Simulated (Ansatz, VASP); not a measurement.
# Two plane-wave programs on LiGa

```
CELL_PARAMETERS angstrom
0.00000 3.02514 3.02514
3.02514 0.00000 3.02514
3.02514 3.02514 0.00000
ATOMIC_POSITIONS crystal
Li 0.00000 0.00000 0.00000
Li 0.25000 0.25000 0.25000
Ga 0.50000 0.50000 0.50000
Ga 0.75000 0.75000 0.75000
```

Alike in both runs: task relaxation of cell and atoms; functional LDA; k mesh 12 × 12 × 12; occupations fermi-dirac, width 0.15 eV; no spin polarisation.

|  | VASP | Ansatz |
| --- | --- | --- |
| version | VASP 6.6.1 | Ansatz 0.2.0 |
| potentials or method | VASP PAW LDA potentials, release 64 (Li_sv, Ga_d), cutoff 600 eV | scalar-relativistic, plane waves, PAW |
| valence electrons in the cell | 32 | 32 |

|  | VASP | Ansatz | Ansatz less VASP |
| --- | --- | --- | --- |
| gap on the k mesh at the Fermi level, each at its own relaxed structure (eV) | none | none | - |
| relaxed volume (Å³/atom) | 13.87 | 13.87 | +0.001 |
| relaxed cell length with the largest relative difference (Å) | 4.281 | 4.282 | +0.0001 |

LDA's correlation is that of Perdew and Zunger in VASP and of Perdew and Wang (1992) in Ansatz. A gap of «none» marks a metal or a gap that the smearing closes.

Noted on VASP's run: the cutoff is short for stress, so the pressure is rough.
